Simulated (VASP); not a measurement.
# Mo (Im-3m) in VASP: a series of runs

The runs below take Mo through single point, with PBEsol.

All numbers are computed with VASP 6.6.1; they aren't measurements. Logs are shortened: lines on timing, memory, paths and dates and some standing lists are left out, and cuts for length are marked.

### 1 The cell of the first run

Symmetry: Im-3m, No. 229, cubic system. Conventional cell: a = 3.129 Å, b = 3.129 Å, c = 3.129 Å, α = 90.00°, β = 90.00°, γ = 90.00°. Within 3.6 Å of Mo (site symmetry m-3m) lie 14 Mo at 2.71 to 3.13 Å.

### 2 Single point, PBEsol

The input, INCAR:

```
SYSTEM = Mo
ALGO = Normal ; EDIFF = 1E-6
ENCUT = 520 ; GGA = PS
ISIF = 2 ; ISMEAR = -1
LASPH = .TRUE. ; LCHARG = .FALSE.
LREAL = .FALSE. ; LWAVE = .FALSE.
NBANDS = 13 ; NELM = 80
PREC = Accurate ; SIGMA = 0.05
```

The input, KPOINTS:

```
k-points
0
G
  12 12 12
  0 0 0
```

The input, POSCAR:

```
Mo
1.0
   -1.5645401578      1.5645401578      1.5645401578
    1.5645401578     -1.5645401578      1.5645401578
    1.5645401578      1.5645401578     -1.5645401578
Mo
1
Direct
    0.0000000000      0.0000000000      0.0000000000
```

Potentials or basis: VASP PAW PBE potentials, release 64 (Mo_sv).

Launch:

```sh
$ cat potpaw_PBE.64/Mo_sv/POTCAR > POTCAR
$ mpirun -np 1 vasp_std > vasp.out
```

OUTCAR:

```text
SYSTEM = Mo
   EDIFF = 1E-6
   ENCUT = 520
   GGA = PS
   ISIF = 2
   ISMEAR = -1
   LASPH = .TRUE.
   LREAL = .FALSE.
   NELM = 80
   PREC = Accurate

 ion  position               nearest neighbor table
   1  0.000  0.000  0.000-

  LATTYP: Found a body centered cubic cell.
 ALAT       =     3.1290803156

  Lattice vectors:

 A1 = (  -1.5645401578,   1.5645401578,   1.5645401578)
 A2 = (   1.5645401578,  -1.5645401578,   1.5645401578)
 A3 = (   1.5645401578,   1.5645401578,  -1.5645401578)

Analysis of symmetry for initial positions (statically):
=====================================================================
 Subroutine PRICEL returns:
 Original cell was already a primitive cell.

 Routine SETGRP: Setting up the symmetry group for a
 body centered cubic supercell.

 Subroutine GETGRP returns: Found 48 space group operations
 (whereof 48 operations were pure point group operations)
 out of a pool of 48 trial point group operations.

The static configuration has the point symmetry O_h .

Analysis of symmetry for dynamics (positions and initial velocities):
=====================================================================
 Subroutine PRICEL returns:
 Original cell was already a primitive cell.

 Routine SETGRP: Setting up the symmetry group for a
 body centered cubic supercell.

 Subroutine GETGRP returns: Found 48 space group operations
 (whereof 48 operations were pure point group operations)
 out of a pool of 48 trial point group operations.

The dynamic configuration has the point symmetry O_h .

 Subroutine INISYM returns: Found 48 space group operations
 (whereof 48 operations are pure point group operations),
 and found     1 'primitive' translations

----------------------------------------------------------------------------------------

                                     Primitive cell

  volume of cell :      15.3186

  direct lattice vectors                    reciprocal lattice vectors
    -1.564540158  1.564540158  1.564540158     0.000000000  0.319582721  0.319582721
     1.564540158 -1.564540158  1.564540158     0.319582721  0.000000000  0.319582721
     1.564540158  1.564540158 -1.564540158     0.319582721  0.319582721  0.000000000

  length of vectors
     2.709863044  2.709863044  2.709863044     0.451958218  0.451958218  0.451958218

  position of ions in fractional coordinates (direct lattice)
     0.000000000  0.000000000  0.000000000

  ion indices of the primitive-cell ions
   primitive index   ion index
                 1           1

----------------------------------------------------------------------------------------

 KPOINTS: k-points

Automatic generation of k-mesh.
 Grid dimensions read from file:
 generate k-points for:   12   12   12

 Generating k-lattice:

  Cartesian coordinates                     Fractional coordinates (reciprocal lattice)
     0.000000000  0.026631893  0.026631893     0.083333333  0.000000000  0.000000000
     0.026631893  0.000000000  0.026631893     0.000000000  0.083333333  0.000000000
     0.026631893  0.026631893  0.000000000     0.000000000  0.000000000  0.083333333

  Length of vectors
     0.037663185  0.037663185  0.037663185

  Shift w.r.t. Gamma in fractional coordinates (k-lattice)
     0.000000000  0.000000000  0.000000000

 Subroutine IBZKPT returns following result:
 ===========================================

 Found     72 irreducible k-points:

 Following reciprocal coordinates:
            Coordinates               Weight
  0.000000  0.000000  0.000000      1.000000
  0.083333  0.000000  0.000000     12.000000
  0.166667  0.000000  0.000000     12.000000
  0.250000  0.000000  0.000000     12.000000
  0.333333  0.000000  0.000000     12.000000
  0.416667  0.000000  0.000000     12.000000
[... 16 lines left out ...]
  0.333333  0.083333  0.083333     24.000000
  0.416667  0.083333  0.083333     12.000000
 [... further k-points ...]
   k-points           NKPTS =     72   k-points in BZ     NKDIM =     72   number of bands    NBANDS=     13
   number of dos      NEDOS =    301   number of ions     NIONS =      1
   total plane-waves  NPLWV =   8000
   dimension x,y,z NGX =    20 NGY =   20 NGZ =   20
   dimension x,y,z NGXF=    40 NGYF=   40 NGZF=   40
   ions per type =               1
   NGX,Y,Z   is equivalent  to a cutoff of  12.27, 12.27, 12.27 a.u.
   NGXF,Y,Z  is equivalent  to a cutoff of  24.54, 24.54, 24.54 a.u.
 SYSTEM =  Mo
   PREC   = accura    normal or accurate (medium, high low for compatibility)
   ISTART =      0    job   : 0-new  1-cont  2-samecut
   ICHARG =      2    charge: 1-file 2-atom 10-const
   ISPIN  =      1    spin polarized calculation?
   LNONCOLLINEAR =      F non collinear calculations
   LSORBIT =      F    spin-orbit coupling
   LASPH  =      T    aspherical Exc in radial PAW
   ENCUT  =  520.0 eV  38.22 Ry    6.18 a.u.   5.04  5.04  5.04*2*pi/ulx,y,z
   NELM   =     80;   NELMIN=  2; NELMDL= -5     # of ELM steps
   EDIFF  = 0.1E-05   stopping-criterion for ELM
   LREAL  =      F    real-space projection
   EDIFFG = 0.1E-04   stopping-criterion for IOM
   NSW    =      0    number of steps for IOM
   IBRION =     -1    ionic relax: 0-MD 1-quasi-New 2-CG
   NFREE  =      0    steps in history (QN), initial steepest desc. (CG)
   ISIF   =      2    stress and relaxation
   ISYM   =      2    0-nonsym 1-usesym 2-fastsym
   POTIM  = 0.5000    time-step for ionic-motion
   TEBEG  =    0.0;   TEEND  =   0.0 temperature during run
   PSTRESS=    0.0 pullay stress
   NELECT =      14.0000    total number of electrons
   NUPDOWN=      -1.0000    fix difference up-down
   EMIN   =  10.00;   EMAX   =-10.00  energy-range for DOS
   EFERMI =   0.00;   METHOD = LEGACY
   ISMEAR =    -1;   SIGMA  =   0.05  broadening in eV -4-tet -1-fermi 0-gaus
   EFERMI_NEDOS =   21; number of points for ismear=-14 and -15
   IALGO  =     38    algorithm
   IMIX   =      4    mixing-type and parameters
     AMIX     =   0.40;   BMIX     =  1.00
     AMIX_MAG =   1.60;   BMIX_MAG =  1.00
  volume/ion in A,a.u.               =      15.32       103.38
  Fermi-wavevector in a.u.,A,eV,Ry     =   1.588708  3.002223 34.341019  2.523994
  Thomas-Fermi vector in A             =   2.687670
   LORBIT       =      0    0 simple, 1 ext, 2 COOP (PROOUT), +10 PAW based schemes
   GGA     = PS    functional components
   LHFCALC =     F    Hartree Fock is set to
   AEXX    =    0.0000 exact exchange contribution
   IVDW    =     0    specifies the selected vdW correction
   LEPSILON=     F    determine dielectric tensor
   LRPA    =     F    only Hartree local field effects (RPA)
 non-spin polarized calculation
  energy-cutoff  :      520.00
  volume of cell :       15.32
 maximum number of plane-waves:       422
   NGX =  9   NGY =  9   NGZ =  9

 number of electron      13.9999998 magnetization

 Free energy of the ion-electron system (eV)
  ---------------------------------------------------
  ext. energy  EPLUGINS =         0.00000000
  ---------------------------------------------------
  free energy    TOTEN  =       -11.79459555 eV

  energy without entropy =      -11.79233034  energy(sigma->0) =      -11.79346294

 E-fermi :  12.7323     XC(G=0): -13.6432

 val. band max:       12.6545508010   @ k =  -0.1667   0.2500   0.0833
 cond. band min:      12.7505561808   @ k =   0.5000   0.5000   0.0833
 fundamental gap:      0.0960053798
 Fermi energy:        12.7322604737

 k-point     1 :       0.0000    0.0000    0.0000
  band No.  band energies     occupation
      1     -48.4040      2.00000
      2     -21.6426      2.00000
      3     -21.6426      2.00000
      4     -21.6426      2.00000
      5       5.4416      2.00000
      6      11.3877      2.00000
      7      11.3877      2.00000
      8      11.3877      2.00000
      9      14.4766      0.00000
     10      14.4766      0.00000
     11      27.6305      0.00000
     12      27.6305      0.00000
     13      27.6305      0.00000

 k-point     2 :       0.0833    0.0000    0.0000
  band No.  band energies     occupation
      1     -48.3851      2.00000
      2     -21.7506      2.00000
      3     -21.6758      2.00000
      4     -21.6435      2.00000
      5       5.7535      2.00000
      6      11.2108      2.00000
      7      11.3537      2.00000
      8      11.6842      2.00000
      9      14.2278      0.00000
     10      14.4818      0.00000
     11      27.8606      0.00000
     12      28.1600      0.00000
     13      28.2486      0.00000

 k-point     3 :       0.1667    0.0000    0.0000
  band No.  band energies     occupation
      1     -48.3330      2.00000
      2     -22.0397      2.00000
      3     -21.7654      2.00000
      4     -21.6459      2.00000
      5       6.5723      2.00000
      6      10.7623      2.00000
      7      11.1976      2.00000
      8      12.5463      1.95268
      9      13.8854      0.00000
     10      14.5224      0.00000
     11      28.1987      0.00000
     12      29.3843      0.00000
     13      29.6542      0.00000
[... 305 lines left out ...]
 k-point    23 :       0.3333    0.0833    0.0833
  band No.  band energies     occupation
      1     -48.1263      2.00000
      2     -22.9828      2.00000
      3     -22.1452      2.00000
      4     -21.7541      2.00000
      5       8.0389      2.00000
      6       9.3726      2.00000
      7      12.4449      1.99364
      8      14.6188      0.00000
      9      15.1145      0.00000
     10      18.6278      0.00000
     11      25.0894      0.00000
     12      25.7704      0.00000
     13      29.5994      0.00000

 k-point    24 :       0.4167    0.0833    0.0833
  band No.  band energies     occupation
      1     -48.1087      2.00000
      2     -23.0481      2.00000
      3     -22.1927      2.00000
      4     -21.7573      2.00000
      5       7.9151      2.00000
      6       9.2832      2.00000
      7      13.1548      0.00043
      8      14.6926      0.00000
      9      15.2012      0.00000
     10      19.3564      0.00000
     11      24.1143      0.00000
     12      25.3541      0.00000
     13      29.0668      0.00000

 [... further k-points ...]
[... 5 lines left out ...]
  --------------------------------------------------------------------------------------
  -------------------------------------------------------------------------------------
  Total        0.0539732      0.0539732      0.0539732     -0.0000000     -0.0000000      0.0000000
  in kB        5.6450637      5.6450637      5.6450637     -0.0000000     -0.0000000      0.0000000
  external PRESSURE =       5.6450637 kB  Pullay stress =       0.0000000 kB

 VOLUME and BASIS-vectors are now :
 -----------------------------------------------------------------------------
  energy-cutoff  :      520.00
  volume of cell :       15.32
      direct lattice vectors                 reciprocal lattice vectors
    -1.564540158  1.564540158  1.564540158     0.000000000  0.319582721  0.319582721
     1.564540158 -1.564540158  1.564540158     0.319582721  0.000000000  0.319582721
     1.564540158  1.564540158 -1.564540158     0.319582721  0.319582721  0.000000000

 POSITION                                       TOTAL-FORCE (eV/Angst)
 -----------------------------------------------------------------------------------
      0.00000      0.00000      0.00000         0.000000     -0.000000      0.000000
 -----------------------------------------------------------------------------------
    total drift:                                0.000000     -0.000000      0.000000

  FREE ENERGIE OF THE ION-ELECTRON SYSTEM (eV)
  ---------------------------------------------------
  free  energy   TOTEN  =       -11.7945955461 eV

  energy  without entropy=      -11.7923303400  energy(sigma->0) =      -11.79346294
```

It took 8.5 s on 1 thread of Intel Xeon Platinum 8559C (Emerald Rapids), shared host; peak memory 0.13 GiB.

Results:

- Free energy: -11.7946 eV
- Pressure: 0.6 GPa
- Band gap on the k mesh: zero (band 7 reaches 16.92 eV, above the bottom of band 8 at 11.39 eV)

Caveat: the PAW data sets were made with another functional, which shifts forces and pressure a little.

### 3 Single point, PBEsol

This run uses another cell than the first one, of 15.06 Å³/atom, 0.983 times its volume.

The input, INCAR:

```
ALGO = Normal
EDIFF = 1E-6
ENCUT = 520
GGA = PS
ISIF = 2
ISMEAR = -1
LASPH = True
LCHARG = False
LREAL = False
LWAVE = False
NBANDS = 13
NELM = 80
PREC = Accurate
SIGMA = 0.05
```

The input, KPOINTS:

```
k-points
0
Gamma
  12 12 12
```

The input, POSCAR:

```
Mo
1.0
   -1.5556975812      1.5556975812      1.5556975812
    1.5556975812     -1.5556975812      1.5556975812
    1.5556975812      1.5556975812     -1.5556975812
Mo
1
Direct
    0.0000000000      0.0000000000      0.0000000000
```

Potentials or basis: VASP PAW PBE potentials, release 64 (Mo_sv).

Launch:

```sh
$ cat potpaw_PBE.64/Mo_sv/POTCAR > POTCAR
$ mpirun -np 1 vasp_std > vasp.out
```

OUTCAR:

```text
EDIFF = 1E-6
   ENCUT = 520
   GGA = PS
   ISIF = 2
   ISMEAR = -1
   LASPH = True
   LREAL = False
   NELM = 80
   PREC = Accurate

 ion  position               nearest neighbor table
   1  0.000  0.000  0.000-

  LATTYP: Found a body centered cubic cell.
 ALAT       =     3.1113951624

  Lattice vectors:

 A1 = (  -1.5556975812,   1.5556975812,   1.5556975812)
 A2 = (   1.5556975812,  -1.5556975812,   1.5556975812)
 A3 = (   1.5556975812,   1.5556975812,  -1.5556975812)

Analysis of symmetry for initial positions (statically):
=====================================================================
 Subroutine PRICEL returns:
 Original cell was already a primitive cell.

 Routine SETGRP: Setting up the symmetry group for a
 body centered cubic supercell.

 Subroutine GETGRP returns: Found 48 space group operations
 (whereof 48 operations were pure point group operations)
 out of a pool of 48 trial point group operations.

The static configuration has the point symmetry O_h .

Analysis of symmetry for dynamics (positions and initial velocities):
=====================================================================
 Subroutine PRICEL returns:
[... 158 lines left out ...]
 fundamental gap:      0.1310185381
 Fermi energy:        13.0101213499

 k-point     1 :       0.0000    0.0000    0.0000
  band No.  band energies     occupation
      1     -48.1296      2.00000
      2     -21.3248      2.00000
      3     -21.3248      2.00000
      4     -21.3248      2.00000
      5       5.6683      2.00000
      6      11.6325      2.00000
      7      11.6325      2.00000
      8      11.6325      2.00000
      9      14.7869      0.00000
     10      14.7869      0.00000
     11      27.9337      0.00000
     12      27.9337      0.00000
     13      27.9337      0.00000
[... 354 lines left out ...]
  band No.  band energies     occupation
      1     -47.8134      2.00000
      2     -22.8072      2.00000
      3     -21.9042      2.00000
      4     -21.4469      2.00000
      5       8.1040      2.00000
      6       9.4824      2.00000
      7      13.4773      0.00017
      8      15.0171      0.00000
      9      15.5381      0.00000
     10      19.7829      0.00000
     11      24.6377      0.00000
     12      25.6964      0.00000
     13      29.5863      0.00000

 [... further k-points ...]
[... 5 lines left out ...]
  --------------------------------------------------------------------------------------
  -------------------------------------------------------------------------------------
  Total        0.5271692      0.5271692      0.5271692     -0.0000000      0.0000000      0.0000000
  in kB       56.0822079     56.0822079     56.0822079     -0.0000000      0.0000000      0.0000000
  external PRESSURE =      56.0822079 kB  Pullay stress =       0.0000000 kB

 VOLUME and BASIS-vectors are now :
 -----------------------------------------------------------------------------
  energy-cutoff  :      520.00
  volume of cell :       15.06
      direct lattice vectors                 reciprocal lattice vectors
    -1.555697581  1.555697581  1.555697581     0.000000000  0.321399227  0.321399227
     1.555697581 -1.555697581  1.555697581     0.321399227  0.000000000  0.321399227
     1.555697581  1.555697581 -1.555697581     0.321399227  0.321399227  0.000000000

 POSITION                                       TOTAL-FORCE (eV/Angst)
 -----------------------------------------------------------------------------------
      0.00000      0.00000      0.00000        -0.000000      0.000000      0.000000
 -----------------------------------------------------------------------------------
    total drift:                                0.000000     -0.000000      0.000000

  FREE ENERGIE OF THE ION-ELECTRON SYSTEM (eV)
  ---------------------------------------------------
  free  energy   TOTEN  =       -11.7895537573 eV

  energy  without entropy=      -11.7874261645  energy(sigma->0) =      -11.78848996
```

stdout:

```text
POSCAR found type information on POSCAR Mo
 POSCAR found :  1 types and       1 ions
 scaLAPACK will be used
 -----------------------------------------------------------------------------
|                                                                             |
|                                                                             |
|     You enforced a specific xc type in the INCAR file but a different       |
|     I HOPE YOU KNOW WHAT YOU ARE DOING!                                     |
|                                                                             |
 -----------------------------------------------------------------------------

 LDA part: xc-table for (Slater+PW92), standard interpolation
 POSCAR, INCAR and KPOINTS ok, starting setup
 FFT: planning ... GRIDC
 FFT: planning ... GRID_SOFT
 FFT: planning ... GRID
 WAVECAR not read
 entering main loop
```

Wall time 10 s (1 thread of Intel Xeon Platinum 8559C (Emerald Rapids), shared host); peak memory 0.13 GiB.

What came out:

| Quantity | Value |
| --- | --- |
| Free energy | -11.7896 eV |
| Pressure | 5.6 GPa |
| Band gap on the k mesh | zero (band 7 reaches 17.30 eV, above the bottom of band 8 at 11.63 eV) |

Caveat: the PAW data sets were made with another functional, which shifts forces and pressure a little.
